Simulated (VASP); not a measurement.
# Zr2HS4 in VASP: notebook

The runs below take Zr2HS4 through single point, with PBE+D3(BJ).

All numbers are computed with VASP 6.6.1; they aren't measurements. Logs are shortened: lines on timing, memory, paths and dates and some standing lists are left out, and cuts for length are marked.

### Step 1. The cell of the first run

The cell holds a slab with vacuum, 14 atoms: a = 7.298 Å, b = 7.298 Å, c = 20.917 Å, α = 90.00°, β = 90.00°, γ = 120.00°.

### Step 2. Single point, PBE+D3(BJ)

Contents of INCAR:

```
PREC = Accurate
ENCUT = 400
EDIFF = 1E-6
ISMEAR = 0
SIGMA = 0.05
LREAL = False
LASPH = True
NELM = 120
ALGO = Normal
ISIF = 2
LWAVE = False
LCHARG = False
LDIPOL = True
IDIPOL = 3
DIPOL = 0.5 0.5 0.274
GGA = PE
IVDW = 12
NBANDS = 62
GGA_COMPAT = False
NELMDL = -8
```

Contents of KPOINTS:

```
Automatic mesh
0
Gamma
  6 6 1
```

Contents of POSCAR:

```
Zr2HS4
1.0
    7.2976778227      0.0000000000      0.0000000000
   -3.6488389114      6.3199743831      0.0000000000
    0.0000000000      0.0000000000     20.9171506047
S Zr H
8 4 2
Direct
    0.3333333333      0.1666666667      0.1912306354
    0.3333333333      0.6666666667      0.1912306354
    0.8333333333      0.1666666667      0.1912306354
    0.8333333333      0.6666666667      0.1912306354
    0.1666666667      0.3333333333      0.3306927762
    0.1666666667      0.8333333333      0.3306927762
    0.6666666667      0.3333333333      0.3306927762
    0.6666666667      0.8333333333      0.3306927762
    0.0000000000      0.0000000000      0.2609617058
    0.0000000000      0.5000000000      0.2609617058
    0.5000000000      0.0000000000      0.2609617058
    0.5000000000      0.5000000000      0.2609617058
    0.2969803379      0.7030196621      0.3522062227
    0.3696863288      0.6303136712      0.3522062227
```

Potentials or basis: VASP PAW PBE potentials, release 64 (S, Zr_sv, H).

Command:

```console
$ cat potpaw_PBE.64/S/POTCAR potpaw_PBE.64/Zr_sv/POTCAR potpaw_PBE.64/H/POTCAR > POTCAR
$ mpirun -np 1 vasp_std > vasp.out
```

OUTCAR:

```text
PREC = Accurate
   ENCUT = 400
   EDIFF = 1E-6
   ISMEAR = 0
   LREAL = False
   LASPH = True
   NELM = 120
   ISIF = 2
   GGA = PE
   IVDW = 12
   NELMDL = -8
 IVDW          = 12

 ion  position               nearest neighbor table
   1  0.333  0.167  0.191-   9 2.56  12 2.56  11 2.56
   2  0.333  0.667  0.191-  10 2.56  11 2.56  12 2.56
   3  0.833  0.167  0.191-  11 2.56  10 2.56   9 2.56
   4  0.833  0.667  0.191-  12 2.56   9 2.56  10 2.56
   5  0.167  0.333  0.331-  12 2.56   9 2.56  10 2.56
   6  0.167  0.833  0.331-  13 1.71  11 2.56  10 2.56   9 2.56
   7  0.667  0.333  0.331-  10 2.56  11 2.56  12 2.56
   8  0.667  0.833  0.331-   9 2.56  12 2.56  11 2.56
   9  0.000  0.000  0.261-   1 2.56   8 2.56   5 2.56   4 2.56   6 2.56   3 2.56  12 3.65  12 3.65
                            11 3.65  11 3.65  10 3.65  10 3.65
  10  0.000  0.500  0.261-   2 2.56   7 2.56   6 2.56   3 2.56   4 2.56   5 2.56  11 3.65  11 3.65
                            12 3.65  12 3.65   9 3.65   9 3.65
  11  0.500  0.000  0.261-   3 2.56   6 2.56   2 2.56   7 2.56   1 2.56   8 2.56  10 3.65  10 3.65
                             9 3.65   9 3.65  12 3.65  12 3.65
  12  0.500  0.500  0.261-   4 2.56   5 2.56   1 2.56   8 2.56   7 2.56   2 2.56   9 3.65   9 3.65
                            10 3.65  10 3.65  11 3.65  11 3.65
  13  0.297  0.703  0.352-   6 1.71
  14  0.370  0.630  0.352-

  LATTYP: Found a hexagonal cell.
 ALAT       =     7.2976778227
 C/A-ratio  =     2.8662748771

  Lattice vectors:

 A1 = (   7.2976778227,   0.0000000000,   0.0000000000)
 A2 = (  -3.6488389114,   6.3199743831,   0.0000000000)
 A3 = (   0.0000000000,   0.0000000000,  20.9171506047)

Analysis of symmetry for initial positions (statically):
=====================================================================
 Subroutine PRICEL returns:
 Original cell was already a primitive cell.

 Routine SETGRP: Setting up the symmetry group for a
 hexagonal supercell.

 Subroutine GETGRP returns: Found  2 space group operations
 (whereof  2 operations were pure point group operations)
 out of a pool of 24 trial point group operations.

The static configuration has the point symmetry C_1h.

Analysis of symmetry for dynamics (positions and initial velocities):
=====================================================================
 Subroutine PRICEL returns:
 Original cell was already a primitive cell.

 Routine SETGRP: Setting up the symmetry group for a
 hexagonal supercell.

 Subroutine GETGRP returns: Found  2 space group operations
 (whereof  2 operations were pure point group operations)
[... 138 lines left out ...]
   LORBIT       =      0    0 simple, 1 ext, 2 COOP (PROOUT), +10 PAW based schemes
   GGA     = PE    functional components
   LHFCALC =     F    Hartree Fock is set to
   AEXX    =    0.0000 exact exchange contribution
   IVDW    =    12    specifies the selected vdW correction
   LEPSILON=     F    determine dielectric tensor
   LRPA    =     F    only Hartree local field effects (RPA)
 non-spin polarized calculation
 Gauss-broadening in eV      SIGMA  =   0.05
  energy-cutoff  :      400.00
  volume of cell :      964.72
 maximum number of plane-waves:     17598
   NGX = 23   NGY = 23   NGZ = 69

 dipolmoment           0.000000      0.000000      0.014603 electrons x Angstroem

 number of electron      98.0000015 magnetization

 dipolmoment           0.000000      0.000000     -0.019452 electrons x Angstroem

 Free energy of the ion-electron system (eV)
  ---------------------------------------------------
  ext. energy  EPLUGINS =         0.00000000
  ---------------------------------------------------
  free energy    TOTEN  =       -89.73000749 eV

  energy without entropy =      -89.72929380  energy(sigma->0) =      -89.72965065

 E-fermi :  -2.2447     XC(G=0):  -3.1969

 val. band max:       -2.3205514198   @ k =   0.1667   0.0000   0.0000
 cond. band min:      -2.1938943106   @ k =   0.0000   0.0000   0.0000
 fundamental gap:      0.1266571091
 Fermi energy:        -2.2447030638

 k-point     1 :       0.0000    0.0000    0.0000
  band No.  band energies     occupation
      1     -52.0687      2.00000
      2     -52.0363      2.00000
      3     -52.0276      2.00000
      4     -51.8692      2.00000
      5     -30.2584      2.00000
      6     -30.2138      2.00000
[... 821 lines left out ...]
     60       0.3389      0.00000
     61       0.3478      0.00000
 [bands above 61 left out]

------------------------ aborting loop because EDIFF is reached ----------------------------------------

 vacuum level on the upper side and lower side of the slab       (xc-potential included)        -0.178        -0.100

 Edisp (eV)   -3.13571

 E8    (eV) :    -1.3967

  FORCE on cell =-STRESS in cart. coord.  units (eV):
  Direction    XX          YY          ZZ          XY          YZ          ZX
  --------------------------------------------------------------------------------------
  -------------------------------------------------------------------------------------
  Total       3.31096     5.42962     3.09541     1.83481    -0.04993     0.08648
  in kB       5.49872     9.01731     5.14074     3.04719    -0.08292     0.14362
  external pressure =        6.55 kB  Pullay stress =        0.00 kB

 VOLUME and BASIS-vectors are now :
 -----------------------------------------------------------------------------
  energy-cutoff  :      400.00
  volume of cell :      964.72
      direct lattice vectors                 reciprocal lattice vectors
     7.297677823  0.000000000  0.000000000     0.137029891  0.079114245  0.000000000
    -3.648838911  6.319974383  0.000000000     0.000000000  0.158228489  0.000000000
     0.000000000  0.000000000 20.917150605     0.000000000  0.000000000  0.047807659

 POSITION                                       TOTAL-FORCE (eV/Angst)
 -----------------------------------------------------------------------------------
      1.82442      1.05333      4.00000         0.023205      0.021618      0.112151
     -0.00000      4.21332      4.00000        -0.008784      0.005071      0.056958
      5.47326      1.05333      4.00000         0.007273     -0.004199      0.119776
      3.64884      4.21332      4.00000        -0.007119     -0.030905      0.112151
      0.00000      2.10666      6.91715        -0.248218     -1.163262     -0.279647
     -1.82442      5.26665      6.91715        -0.780787      0.450788     -0.084567
      3.64884      2.10666      6.91715        -0.008099      0.004676      0.055076
      1.82442      5.26665      6.91715         0.883305      0.796595     -0.279647
      0.00000      0.00000      5.45858        -0.181433      0.104750     -0.578464
     -1.82442      3.15999      5.45858        -0.452054     -0.506999     -0.638349
      3.64884      0.00000      5.45858         0.213047      0.644990     -0.638349
      1.82442      3.15999      5.45858         0.384884     -0.222213     -0.500704
     -0.39794      4.44307      7.36715         2.428296     -1.401977      1.304712
      0.39794      3.98357      7.36715        -2.253516      1.301068      1.238903
 -----------------------------------------------------------------------------------
    total drift:                               -0.000013      0.000007      0.000734

  FREE ENERGIE OF THE ION-ELECTRON SYSTEM (eV)
  ---------------------------------------------------
  free  energy   TOTEN  =       -92.8657183924 eV

  energy  without entropy=      -92.8650047047  energy(sigma->0) =      -92.86536155

 vacuum level on the upper side and lower side of the slab         2.959         3.039
```

OSZICAR:

```text
N       E                     dE             d eps       ncg     rms          rms(c)
DAV:   1     0.808748882714E+03    0.80875E+03   -0.36798E+04  1972   0.100E+03
DAV:   2     0.159241727789E+02   -0.79282E+03   -0.77604E+03  2260   0.272E+02
DAV:   3    -0.906071264338E+02   -0.10653E+03   -0.10581E+03  2074   0.918E+01
[... 21 lines left out ...]
DAV:  25    -0.897299856695E+02   -0.11128E-04   -0.27944E-07  1240   0.106E-03    0.551E-04
DAV:  26    -0.897299973699E+02   -0.11700E-04   -0.54274E-07  1328   0.112E-03    0.885E-04
DAV:  27    -0.897300014267E+02   -0.40568E-05   -0.87157E-08  1160   0.628E-04    0.602E-04
DAV:  28    -0.897300070126E+02   -0.55859E-05   -0.19098E-07  1256   0.671E-04    0.306E-04
DAV:  29    -0.897300074892E+02   -0.47661E-06   -0.18458E-08  1040   0.327E-04
   1 F= -.92865718E+02 E0= -.92865362E+02  d E =-.713688E-03
```

Run time: 20 min. Hardware: 1 thread of Intel Xeon Platinum 8175M at 2.50GHz (Skylake/Cascade Lake), shared host; peak memory 0.91 GiB.

Results:

```
Free energy                : -92.8657 eV
Largest force              : 3.093 eV/Å
Band gap on the k mesh     : 0.13 eV (least direct gap 0.21 eV)
Dispersion energy per atom : -0.224 eV
```

Forces on the atoms (eV/Å):
```
S    0.023  0.022  0.112
S   -0.009  0.005  0.057
S    0.007 -0.004  0.120
S   -0.007 -0.031  0.112
S   -0.248 -1.163 -0.280
S   -0.781  0.451 -0.085
S   -0.008  0.005  0.055
S    0.883  0.797 -0.280
Zr  -0.181  0.105 -0.578
Zr  -0.452 -0.507 -0.638
Zr   0.213  0.645 -0.638
Zr   0.385 -0.222 -0.501
H    2.428 -1.402  1.305
H   -2.254  1.301  1.239
```

[end of part 1 of 2]
